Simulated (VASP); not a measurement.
MgO:

```
Mg O
1.0
     2.60796   -0.06287   -0.06287
    -0.06287    2.60796   -0.06287
    -0.06287   -0.06287    2.60796
Mg O
1 1
Direct
  0.00000 0.00000 0.00000
  0.50000 0.50000 0.50000
```

This cell differs from its parent crystal: epitaxial 111 strain +1.8%.

Base run:

- Program: VASP 6.6.1
- Functional: HSE06
- Potentials or basis: VASP PAW PBE potentials, release 64 (Mg, O)
- Cutoff: 520 eV
- k mesh: 6 × 6 × 6
- Occupations: gaussian, width 0.01 eV
- Spin: no spin polarisation

Its results: band gap on the k mesh 4.39 eV, indirect (least direct gap 5.33 eV); pressure 2.7 GPa.

**Question.** The run is repeated on the same cell with these changes: functional from HSE06 to r2SCAN; k mesh from 6 × 6 × 6 to 10 × 10 × 10. What comes out?

**Answer.** Band gap on the k mesh 3.69 eV, indirect (least direct gap 4.59 eV); pressure 2.7 GPa.

Several settings changed at once, so the effect can't be laid on one alone.

Caveats: the PAW data sets were made with another functional, which shifts forces and pressure a little.

A k mesh can miss the band edges.
